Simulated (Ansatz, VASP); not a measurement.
## HgH4Pb: VASP beside Ansatz

Contents of INCAR:

```
SYSTEM = HgH4Pb
  ALGO = Normal
  EDIFF = 1E-7
  ENCUT = 520
  GGA = PE
  ISIF = 2
  ISMEAR = 0
  LASPH = .TRUE.
  LCHARG = .FALSE.
  LREAL = .FALSE.
  LWAVE = .FALSE.
  NBANDS = 24
  NELM = 100
  PREC = Accurate
  SIGMA = 0.1
```

File KPOINTS:

```
k-points
0
G
  10 10 10
  0 0 0
```

POSCAR

```
HgH4Pb
1.0
    0.0000000000      3.4024627559      3.4024627559
    3.4024627559      0.0000000000      3.4024627559
    3.4024627559      3.4024627559      0.0000000000
Hg H Pb
1 4 1
Direct
    0.7500000000      0.7500000000      0.7500000000
    0.3229747839      0.3229747839      0.0310756483
    0.0310756483      0.3229747839      0.3229747839
    0.3229747839      0.3229747839      0.3229747839
    0.3229747839      0.0310756483      0.3229747839
    0.0000000000      0.0000000000      0.0000000000
```

Input for Ansatz:

```yaml
crystal:
  lattice:
    - [0.0, 3.4024627559, 3.4024627559]
    - [3.4024627559, 0.0, 3.4024627559]
    - [3.4024627559, 3.4024627559, 0.0]
  atoms:
    - { symbol: Hg, position: [0.75, 0.75, 0.75] }
    - { symbol: H, position: [0.3229747839, 0.3229747839, 0.0310756483] }
    - { symbol: H, position: [0.0310756483, 0.3229747839, 0.3229747839] }
    - { symbol: H, position: [0.3229747839, 0.3229747839, 0.3229747839] }
    - { symbol: H, position: [0.3229747839, 0.0310756483, 0.3229747839] }
    - { symbol: Pb, position: [0.0, 0.0, 0.0] }
basis:
  ecutwfc: 420
kpoints:
  mp_grid: { grid: [10, 10, 10] }
  band_path:
    path:
      - [[0.0, 0.0, 0.0], [-0.5, -0.5, 0.0], [-0.375, -0.375, 0.25]]
      - [[-0.375, 0.0, 0.375], [0.0, 0.0, 0.0], [0.0, 0.0, 0.5], [-0.5, -0.25, 0.25], [-0.5, -0.5, 0.0]]
    npoints: 14
hamiltonian:
  xc: pbe
scf:
  occupations: { method: gaussian, width: 0.1 }
  n_extra_bands: 15
output:
  forces: true
  stress: true
  eigenvalues: true
  populations: true
  dos: { projected: true, de: 0.02, nscf_kmesh: { grid: [12, 12, 12] } }
  bader: true
  write_density: true
  write_potential: true
  elf: true
  volumetric_format: npy
```

Alike in both runs: task single point; functional PBE; k mesh 10 × 10 × 10; occupations gaussian, width 0.1 eV; no spin polarisation.

```csv
,VASP,Ansatz
version,VASP 6.6.1,Ansatz 0.2.0
potentials or method,"VASP PAW PBE potentials, release 64 (Hg, H, Pb_d), cutoff 520 eV","scalar-relativistic, plane waves, PAW"
valence electrons in the cell,30,38
```

VASP gave:

| Item | Value |
| --- | --- |
| gap on the k mesh at the Fermi level (eV) | none |
| pressure (GPa) | 0.0 |
| rms of the force components (eV/Å) | 0.004 |

Question: What did Ansatz give for the same quantities?

Answer: gap on the k mesh at the Fermi level (eV): none; pressure (GPa): 0.0; rms of the force components (eV/Å): 0.002.

Atom by atom the forces differ by 0.001 eV/Å (rms over components). A gap of «none» marks a metal or a gap that the smearing closes. The functional is the same, so the differences come from potentials, cutoffs and numerics. VASP's potentials hold 30 valence electrons a cell and Ansatz's 38, so a difference there can come from the potentials and not from the codes.

Spin-orbit coupling is off throughout.
